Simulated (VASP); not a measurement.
Input of a VASP 6.6.1 run:

Contents of INCAR:

```
SYSTEM = NaCl
ALGO = Normal
EDIFF = 1E-6
ENCUT = 520
GGA = PS
ISIF = 2
ISMEAR = 0
LASPH = .TRUE.
LCHARG = .FALSE.
LREAL = .FALSE.
LWAVE = .FALSE.
NBANDS = 14
NELM = 60
PREC = Accurate
SIGMA = 0.05
```

The input KPOINTS:

```
k-points
0
G
  8 8 8
  0 0 0
```

POSCAR

```
NaCl
1.0
    0.0000000000      2.9450200000      3.0582900000
    2.9450200000      0.0000000000      3.0582900000
    2.9450200000      2.9450200000      0.0000000000
Na Cl
1 1
Direct
    0.0000000000      0.0000000000      0.0000000000
    0.5000000000      0.5000000000      0.5000000000
```

Potentials or basis: VASP PAW PBE potentials, release 64 (Na_pv, Cl).

Launch:

```bash
$ cat potpaw_PBE.64/Na_pv/POTCAR potpaw_PBE.64/Cl/POTCAR > POTCAR
$ mpirun -np 1 vasp_std > vasp.out
```

Q: Estimate the pressure.

A: -3.1 GPa.

Q: Estimate the band gap on the k mesh.

A: 4.38 eV.

Stress tensor (GPa, compression positive):
```
-2.98  0.00  0.00
 0.00 -2.98  0.00
 0.00  0.00 -3.33
```

Caveat: the cell differs from its parent crystal (strain +0.040 along x and y, +0.080 along z); the cell stands under tension; the PAW data sets were made with another functional, which shifts forces and pressure a little. A k mesh can miss the band edges.
